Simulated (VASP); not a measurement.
Input of a VASP 6.6.1 run:

The input INCAR:

```
SYSTEM = LiF
  ALGO = Normal
  EDIFF = 1E-6
  ENCUT = 520
  GGA = PE
  ISIF = 2
  ISMEAR = -1
  LASPH = .TRUE.
  LCHARG = .FALSE.
  LREAL = .FALSE.
  LWAVE = .FALSE.
  NBANDS = 12
  NELM = 100
  PREC = Accurate
  SIGMA = 0.03
```

File KPOINTS:

```
k-points
0
G
  10 10 10
  0 0 0
```

POSCAR

```
LiF
1.0
    0.0000000000      2.0140000000      2.0341400000
    2.0140000000      0.0000000000      2.0341400000
    2.0140000000      2.0140000000      0.0000000000
Li F
1 1
Direct
    0.0000000000      0.0000000000      0.0000000000
    0.5000000000      0.5000000000      0.5000000000
```

Potentials or basis: VASP PAW PBE potentials, release 64 (Li_sv, F).

Run with:

```console
$ cat potpaw_PBE.64/Li_sv/POTCAR potpaw_PBE.64/F/POTCAR > POTCAR
$ mpirun -np 1 vasp_std > vasp.out
```

(1) What does it give for the band gap on the k mesh?

Results:

(1) 8.98 eV.

Caveat: the cell differs from its parent crystal (zz strain of +1 %).
